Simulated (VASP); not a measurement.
Runs of VASP 6.6.1 on Sn3Mo2. The structure is that of space group Pm-3m (No. 221), or close to it. The cells are those of the table. The cell was built from a structure type or drawn by symmetry, and may not be a known phase.

```tsv
task	spin	cell	cutoff (eV)	gap on the mesh (eV)	pressure (GPa)
single point	collinear	a = 5.142 Å, 5 atoms	520	none	3.8
single point	off	a = 4.963 Å, 5 atoms	520	none	9.2
relaxation of cell and atoms	off	relaxed from a = 4.963 Å, 5 atoms	600	none	-0.1
single point	off	a = 5.142 Å, 5 atoms	520	none	(a)
```

Alike in all rows: level PBE; potentials or basis VASP PAW PBE potentials, release 64 (Sn_d, Mo_sv); k mesh 4 × 4 × 4; smearing gaussian 0.1 eV.

Q: Estimate the missing entries.

A: (a) 0.1.

Caveats: spin-orbit coupling is left out, which moves the levels of the heavy elements; the cell stands under pressure (at least some runs).

A k mesh can miss the band edges, and the runs leave out spin-orbit coupling on Mo, Sn.

A gap of «none» marks levels without a gap at the run's occupations.
